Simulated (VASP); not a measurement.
# ZnS (ref) in VASP: a series of runs

The runs below take ZnS (ref) through single point, with r2SCAN.

Everything below comes from runs of VASP 6.6.1. Logs are shortened: lines on timing, memory, paths and dates and some standing lists are left out, and cuts for length are marked.

### Step 1. The cell of the first run

Symmetry: P6_3mc, No. 186, hexagonal system. Conventional cell: a = 3.807 Å, b = 3.807 Å, c = 6.247 Å, α = 90.00°, β = 90.00°, γ = 120.00°. Within 2.9 Å of Zn (site symmetry 3m) lie 3 S at 2.20 Å. S (site symmetry 3m) has 3 Zn at 2.20 Å within 2.9 Å.

### Step 2. Single point, r2SCAN

POSCAR reads:

```
ZnS
1.0
    3.8068031196      0.0000000000      0.0000000000
   -1.9034015598      3.2967882088      0.0000000000
    0.0000000000      0.0000000000      6.2465812868
Zn S
2 2
Direct
    0.3333333333      0.6666666667     -0.0562141836
    0.6666666667      0.3333333333      0.4437858164
    0.3333333333      0.6666666667      0.4312141836
    0.6666666667      0.3333333333      0.9312141836
```

INCAR.step1 reads:

```
SYSTEM = ZnS
PREC = Accurate
ENCUT = 520
ISMEAR = 0
SIGMA = 0.01
LREAL = .False.
LASPH = .True.
NELM = 100
NBANDS = 26
GGA = PE
ALGO = Normal
EDIFF = 1E-4
LWAVE = .True.
LCHARG = .False.
```

INCAR.step2 reads:

```
SYSTEM = ZnS
PREC = Accurate
ENCUT = 520
EDIFF = 1E-7
ISMEAR = 0
SIGMA = 0.01
LREAL = .False.
LASPH = .True.
NELM = 100
ALGO = Normal
ISIF = 2
LWAVE = .False.
LCHARG = .True.
METAGGA = R2SCAN
LMIXTAU = .True.
LELF = .True.
LVHAR = .True.
NBANDS = 26
ISTART = 1
```

KPOINTS reads:

```
Automatic mesh
0
Gamma
  9 9 6
  0 0 0
```

Potentials or basis: VASP PAW PBE potentials, release 64 (Zn, S).

Run with:

```
$ cat potpaw_PBE.64/Zn/POTCAR potpaw_PBE.64/S/POTCAR > POTCAR
$ cp INCAR.step1 INCAR
$ mpirun -np 1 vasp_std > vasp.out
$ cp INCAR.step2 INCAR
$ mpirun -np 1 vasp_std > vasp.out
```

OUTCAR:

```text
SYSTEM = ZnS
   PREC = Accurate
   ENCUT = 520
   EDIFF = 1E-7
   ISMEAR = 0
   LREAL = .False.
   LASPH = .True.
   NELM = 100
   ISIF = 2
   METAGGA = R2SCAN
   ISTART = 1

 ion  position               nearest neighbor table
   1  0.333  0.667  0.944-   4 2.20   4 2.20   4 2.20
   2  0.667  0.333  0.444-   3 2.20   3 2.20   3 2.20
   3  0.333  0.667  0.431-   2 2.20   2 2.20   2 2.20
   4  0.667  0.333  0.931-   1 2.20   1 2.20   1 2.20

  LATTYP: Found a hexagonal cell.
 ALAT       =     3.8068031196
 C/A-ratio  =     1.6408994872

  Lattice vectors:

 A1 = (   3.8068031196,   0.0000000000,   0.0000000000)
 A2 = (  -1.9034015598,   3.2967882088,   0.0000000000)
 A3 = (   0.0000000000,   0.0000000000,   6.2465812868)

Analysis of symmetry for initial positions (statically):
=====================================================================
 Subroutine PRICEL returns:
 Original cell was already a primitive cell.

 Routine SETGRP: Setting up the symmetry group for a
 hexagonal supercell.

 Subroutine GETGRP returns: Found 12 space group operations
 (whereof  6 operations were pure point group operations)
 out of a pool of 24 trial point group operations.

The static configuration has the point symmetry C_3v.
 The point group associated with its full space group is C_6v.

Analysis of symmetry for dynamics (positions and initial velocities):
=====================================================================
 Subroutine PRICEL returns:
 Original cell was already a primitive cell.

 Routine SETGRP: Setting up the symmetry group for a
 hexagonal supercell.

 Subroutine GETGRP returns: Found 12 space group operations
 (whereof  6 operations were pure point group operations)
 out of a pool of 24 trial point group operations.

The dynamic configuration has the point symmetry C_3v.
 The point group associated with its full space group is C_6v.

 Subroutine INISYM returns: Found 12 space group operations
 (whereof  6 operations are pure point group operations),
 and found     1 'primitive' translations

----------------------------------------------------------------------------------------

                                     Primitive cell

  volume of cell :      78.3960

  direct lattice vectors                    reciprocal lattice vectors
     3.806803120  0.000000000  0.000000000     0.262687607  0.151662760  0.000000000
    -1.903401560  3.296788209  0.000000000     0.000000000  0.303325521  0.000000000
[... 84 lines left out ...]
   LNONCOLLINEAR =      F non collinear calculations
   LSORBIT =      F    spin-orbit coupling
   LASPH  =      T    aspherical Exc in radial PAW
   ENCUT  =  520.0 eV  38.22 Ry    6.18 a.u.   7.08  7.08 11.61*2*pi/ulx,y,z
   NELM   =    100;   NELMIN=  2; NELMDL=  0     # of ELM steps
   EDIFF  = 0.1E-06   stopping-criterion for ELM
   LREAL  =      F    real-space projection
   EDIFFG = 0.1E-05   stopping-criterion for IOM
   NSW    =      0    number of steps for IOM
   IBRION =     -1    ionic relax: 0-MD 1-quasi-New 2-CG
   NFREE  =      0    steps in history (QN), initial steepest desc. (CG)
   ISIF   =      2    stress and relaxation
   ISYM   =      2    0-nonsym 1-usesym 2-fastsym
   POTIM  = 0.5000    time-step for ionic-motion
   TEBEG  =    0.0;   TEEND  =   0.0 temperature during run
   PSTRESS=    0.0 pullay stress
   NELECT =      36.0000    total number of electrons
   NUPDOWN=      -1.0000    fix difference up-down
   EMIN   =  10.00;   EMAX   =-10.00  energy-range for DOS
   EFERMI =   0.00;   METHOD = LEGACY
   ISMEAR =     0;   SIGMA  =   0.01  broadening in eV -4-tet -1-fermi 0-gaus
   EFERMI_NEDOS =   21; number of points for ismear=-14 and -15
   IALGO  =     38    algorithm
   IMIX   =      4    mixing-type and parameters
     AMIX     =   0.40;   BMIX     =  1.00
     AMIX_MAG =   1.60;   BMIX_MAG =  1.00
  volume/ion in A,a.u.               =      19.60       132.26
  Fermi-wavevector in a.u.,A,eV,Ry     =   1.263022  2.386766 21.704361  1.595226
  Thomas-Fermi vector in A             =   2.396401
   LORBIT       =      0    0 simple, 1 ext, 2 COOP (PROOUT), +10 PAW based schemes
   METAGGA = R2SCAN    functional components
   LHFCALC =     F    Hartree Fock is set to
   AEXX    =    0.0000 exact exchange contribution
   IVDW    =     0    specifies the selected vdW correction
   LEPSILON=     F    determine dielectric tensor
   LRPA    =     F    only Hartree local field effects (RPA)
 non-spin polarized calculation
 Gauss-broadening in eV      SIGMA  =   0.01
  energy-cutoff  :      520.00
  volume of cell :       78.40
 maximum number of plane-waves:      2130
   NGX = 15   NGY = 15   NGZ = 23

 number of electron      35.9999992 magnetization

 Free energy of the ion-electron system (eV)
  ---------------------------------------------------
  ext. energy  EPLUGINS =         0.00000000
  ---------------------------------------------------
  free energy    TOTEN  =       -36.90446683 eV

  energy without entropy =      -36.90446683  energy(sigma->0) =      -36.90446683

 E-fermi :   1.7579     XC(G=0): -10.2734

 val. band max:        1.6880913475   @ k =   0.1111   0.0000   0.0000
 cond. band min:       4.8099038323   @ k =   0.0000   0.0000   0.0000
 fundamental gap:      3.1218124848
 Fermi energy:         1.7578870398

 k-point     1 :       0.0000    0.0000    0.0000
  band No.  band energies     occupation
      1     -12.0063      2.00000
      2     -11.2281      2.00000
      3      -5.1462      2.00000
      4      -5.1460      2.00000
      5      -5.1229      2.00000
      6      -5.1227      2.00000
[... 685 lines left out ...]
     25      12.4588      0.00000
     26      12.8044      0.00000

 [... further k-points ...]
[... 5 lines left out ...]
  --------------------------------------------------------------------------------------
  -------------------------------------------------------------------------------------
  Total        4.1080674      4.1080674      0.0785777      0.0000000      0.0000000      0.0000000
  in kB       83.9564918     83.9564918      1.6058904      0.0000000      0.0000000      0.0000000
  external PRESSURE =      56.5062913 kB  Pullay stress =       0.0000000 kB

 VOLUME and BASIS-vectors are now :
 -----------------------------------------------------------------------------
  energy-cutoff  :      520.00
  volume of cell :       78.40
      direct lattice vectors                 reciprocal lattice vectors
     3.806803120  0.000000000  0.000000000     0.262687607  0.151662760  0.000000000
    -1.903401560  3.296788209  0.000000000     0.000000000  0.303325521  0.000000000
     0.000000000  0.000000000  6.246581287     0.000000000  0.000000000  0.160087567

 POSITION                                       TOTAL-FORCE (eV/Angst)
 -----------------------------------------------------------------------------------
     -0.00000      2.19786      5.89543         0.000000      0.000000      0.216411
      1.90340      1.09893      2.77214        -0.000000     -0.000000      0.216411
     -0.00000      2.19786      2.69361        -0.000000      0.000000     -0.216411
      1.90340      1.09893      5.81691        -0.000000      0.000000     -0.216411
 -----------------------------------------------------------------------------------
    total drift:                                0.000000      0.000001      0.031110

  FREE ENERGIE OF THE ION-ELECTRON SYSTEM (eV)
  ---------------------------------------------------
  free  energy   TOTEN  =       -36.9044668273 eV

  energy  without entropy=      -36.9044668273  energy(sigma->0) =      -36.90446683
```

OSZICAR.step1:

```text
N       E                     dE             d eps       ncg     rms          rms(c)
DAV:   1     0.248906794067E+03    0.24891E+03   -0.17103E+04  2496   0.167E+03
DAV:   2     0.111565902027E+02   -0.23775E+03   -0.22702E+03  2610   0.351E+02
DAV:   3    -0.132872720144E+02   -0.24444E+02   -0.24202E+02  2906   0.113E+02
DAV:   4    -0.138855458902E+02   -0.59827E+00   -0.59673E+00  2964   0.178E+01
DAV:   5    -0.138950053031E+02   -0.94594E-02   -0.94569E-02  2978   0.217E+00    0.112E+01
DAV:   6    -0.128559916304E+02    0.10390E+01   -0.20542E+00  3608   0.411E+01    0.857E+00
DAV:   7    -0.128468678821E+02    0.91237E-02   -0.16184E+00  2658   0.749E+00    0.389E+00
DAV:   8    -0.128378235818E+02    0.90443E-02   -0.46135E-02  2980   0.195E+00    0.116E+00
DAV:   9    -0.128381366001E+02   -0.31302E-03   -0.11696E-02  3294   0.139E+00    0.266E-01
DAV:  10    -0.128383042962E+02   -0.16770E-03   -0.79918E-04  2776   0.392E-01    0.118E-01
DAV:  11    -0.128385495112E+02   -0.24522E-03   -0.36587E-04  2518   0.160E-01    0.719E-02
DAV:  12    -0.128385478251E+02    0.16862E-05   -0.30623E-05  1534   0.788E-02
   1 F= -.12838548E+02 E0= -.12838548E+02  d E =-.152860E-39
```

It took 4 min on 1 thread of Intel Xeon Platinum 8375C at 2.90GHz (Ice Lake), shared host; peak memory 0.24 GiB.

Results:

```yaml
Free_energy: -36.9045 eV
Pressure: 5.7 GPa
Largest_force: 0.216 eV/Å
Band_gap_on_the_k_mesh: 3.12 eV, indirect (the least direct gap lies 0.5 meV higher)
```

Forces in eV/Å, atoms in the order of the input:
```
Zn   0.000  0.000  0.216
Zn   0.000  0.000  0.216
S    0.000  0.000 -0.216
S    0.000  0.000 -0.216
```

Levels at points of the mesh, in eV from the valence-band top:
| k point | band 15 | band 16 | band 17 | band 18 | band 19 | band 20 | band 21 | band 22 |
| --- | --- | --- | --- | --- | --- | --- | --- | --- |
| (0.00, 0.00, 0.00) | -0.54 | -0.01 | 0.00 | 0.00 | 3.12 | 3.26 | 6.81 | 6.81 |
| (0.00, 0.00, 0.50) | -0.27 | -0.27 | -0.27 | -0.27 | 3.87 | 3.87 | 7.12 | 7.12 |

Caveat: the PAW data sets were made with another functional, which shifts forces and pressure a little. r2SCAN opens gaps a little over a GGA but as a rule still falls short of measured ones.

(Continued in part 2 of 2.)
